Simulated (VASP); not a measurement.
Here is a VASP 6.6.1 calculation.

The input INCAR:

```
PREC = Accurate ; ENCUT = 520
EDIFF = 1E-6 ; ISMEAR = 0
SIGMA = 0.1 ; LREAL = F
LASPH = T ; NELM = 60
ALGO = Normal ; ISIF = 2
LWAVE = F ; LCHARG = F
GGA = PE ; NBANDS = 21
```

KPOINTS

```
regular mesh
0
Gamma
  4 4 4
```

POSCAR

```
MgBe2Te2O
1.0
    3.3305270129      0.0000000000      0.0000000000
    0.0000000000      3.3305270129      0.0000000000
    0.0000000000      0.0000000000     10.4696602252
Mg Be Te O
1 2 2 1
Direct
    0.0000000000      0.0000000000      0.0000000000
    0.5000000000      0.0000000000      0.5753072364
    0.0000000000      0.5000000000      0.4246927636
    0.5000000000      0.0000000000      0.3375941174
    0.0000000000      0.5000000000      0.6624058826
    0.5000000000      0.5000000000      0.0000000000
```

Potentials or basis: VASP PAW PBE potentials, release 64 (Mg, Be, Te, O).

Launch:

```console
$ cat potpaw_PBE.64/Mg/POTCAR potpaw_PBE.64/Be/POTCAR potpaw_PBE.64/Te/POTCAR potpaw_PBE.64/O/POTCAR > POTCAR
$ mpirun -np 1 vasp_std > vasp.out
```

**Question.** Estimate the largest force.

**Answer.** 0.050 eV/Å.

**Question.** Predict the pressure.

**Answer.** 0.3 GPa.

Stress tensor (GPa, compression positive):
```
0.20 0.00 0.00
0.00 0.20 0.00
0.00 0.00 0.41
```

Caveat: the k points lie up to 0.47 Å⁻¹ apart.
